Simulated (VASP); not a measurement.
Wanted: the native input for a VASP 6.6.1 run.

```yaml
Task: single point
Functional: PBE0
Potentials_or_basis: VASP PAW PBE potentials, release 64 (Bi_d, Te)
Cutoff: 520 eV
k_mesh: 4 × 4 × 4
Occupations: fermi-dirac, width 0.05 eV
Spin: no spin polarisation
Dipole_correction: no
Grid_for_exact_exchange_PRECFOCK: Normal
Further_INCAR_settings: ALGO = Normal; EDIFF = 1e-06; NBANDS = 18
Share_of_exact_exchange: 0.25
```

The system is BiTe.

```
Bi Te
1.0
     2.45459    1.41716    3.36095
    -2.45459    1.41716    3.36095
     0.00000   -2.83432    3.36095
Bi Te
1 1
Direct
  0.50000 0.50000 0.50000
  0.00000 0.00000 0.00000
```

The input as run:

POSCAR

```
BiTe
1.0
    2.4545891627      1.4171577139      3.3609455389
   -2.4545891627      1.4171577139      3.3609455389
    0.0000000000     -2.8343154277      3.3609455389
Bi Te
1 1
Direct
    0.5000000000      0.5000000000      0.5000000000
    0.0000000000      0.0000000000      0.0000000000
```

INCAR.step1

```
SYSTEM = BiTe
PREC = Accurate ; ENCUT = 520
EDIFF = 1E-5 ; ISMEAR = -1
SIGMA = 0.05 ; LREAL = .FALSE.
LASPH = .TRUE. ; NELM = 80
ALGO = Normal ; ISIF = 2
LWAVE = .TRUE. ; LCHARG = .FALSE.
NBANDS = 18 ; GGA = PE
```

INCAR.step2

```
SYSTEM = BiTe
PREC = Accurate ; ENCUT = 520
EDIFF = 1E-6 ; ISMEAR = -1
SIGMA = 0.05 ; LREAL = .FALSE.
LASPH = .TRUE. ; NELM = 80
ALGO = Normal ; ISIF = 2
LWAVE = .FALSE. ; LCHARG = .FALSE.
GGA = PE ; LHFCALC = .TRUE.
AEXX = 0.25 ; PRECFOCK = Normal
NBANDS = 18 ; ISTART = 1
```

KPOINTS

```
regular mesh
0
G
  4 4 4
  0 0 0
```

Potentials or basis: VASP PAW PBE potentials, release 64 (Bi_d, Te).

Command:

```bash
$ cat potpaw_PBE.64/Bi_d/POTCAR potpaw_PBE.64/Te/POTCAR > POTCAR
$ cp INCAR.step1 INCAR
$ mpirun -np 1 vasp_std > vasp.out
$ cp INCAR.step2 INCAR
$ mpirun -np 1 vasp_std > vasp.out
```

Results of the run:

* Pressure: -3.9 GPa
* Band gap on the k mesh: zero (an odd number of electrons rules out a gap without spin polarisation)

Caveat: the k points lie up to 0.40 Å⁻¹ apart, too coarse for converged energies and pressures of a metal; the PAW data sets were made with another functional, which shifts forces and pressure a little; spin-orbit coupling is left out, which moves the levels of the heavy elements.

Run time: 17 min on 1 thread of Intel(R) Xeon(R) 6975P-C (Granite Rapids), on a shared host, peak memory 0.23 GiB.
